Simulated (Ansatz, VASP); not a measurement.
CdS in VASP and in Ansatz

The input INCAR:

```
SYSTEM = CdS
  PREC = Accurate
  ENCUT = 520
  EDIFF = 1E-7
  ISMEAR = -1
  SIGMA = 0.05
  LREAL = .False.
  LASPH = .True.
  NELM = 80
  ALGO = Normal
  ISIF = 2
  LWAVE = .False.
  LCHARG = .True.
  GGA = PE
  LELF = .True.
  LVHAR = .True.
  NBANDS = 16
```

Contents of KPOINTS:

```
regular mesh
0
Gamma
  13 13 13
  0 0 0
```

The input POSCAR:

```
CdS
1.0
    0.0000000000      2.9026874219      2.9026874219
    2.9026874219      0.0000000000      2.9026874219
    2.9026874219      2.9026874219      0.0000000000
Cd S
1 1
Direct
    0.0000000000      0.0000000000      0.0000000000
    0.2500000000      0.2500000000      0.2500000000
```

Input for Ansatz:

```yaml
crystal:
  lattice:
    - [0.0, 2.9026874219, 2.9026874219]
    - [2.9026874219, 0.0, 2.9026874219]
    - [2.9026874219, 2.9026874219, 0.0]
  atoms:
    - { symbol: Cd, position: [0.0, 0.0, 0.0] }
    - { symbol: S, position: [0.25, 0.25, 0.25] }
kpoints:
  mp_grid: { grid: [13, 13, 13] }
scf:
  occupations: { method: fermi_dirac, width: 0.05 }
hamiltonian:
  xc: pbe
  pseudopotentials: { kind: all_electron, lapw: { basis_error: 0.001 } }
output:
  forces: true
  stress: true
  eigenvalues: true
  populations: true
```

Change from the starting cell: volume scaled by 0.94, LAPW.

Alike in both runs: task single point; functional PBE; k mesh 13 × 13 × 13; occupations fermi-dirac, width 0.05 eV; no spin polarisation.

```csv
,VASP,Ansatz
version,VASP 6.6.1,Ansatz 0.2.0
potentials or method,"VASP PAW PBE potentials, release 64 (Cd, S), cutoff 520 eV","all-electron LAPW, scalar-relativistic"
```

Ansatz gave:

| Property | Result |
| --- | --- |
| pressure (GPa) | 3.9 |

Q: Estimate VASP's values.

A: Pressure (GPa): 4.2.

Ansatz ran all-electron here, and VASP with PAW potentials.
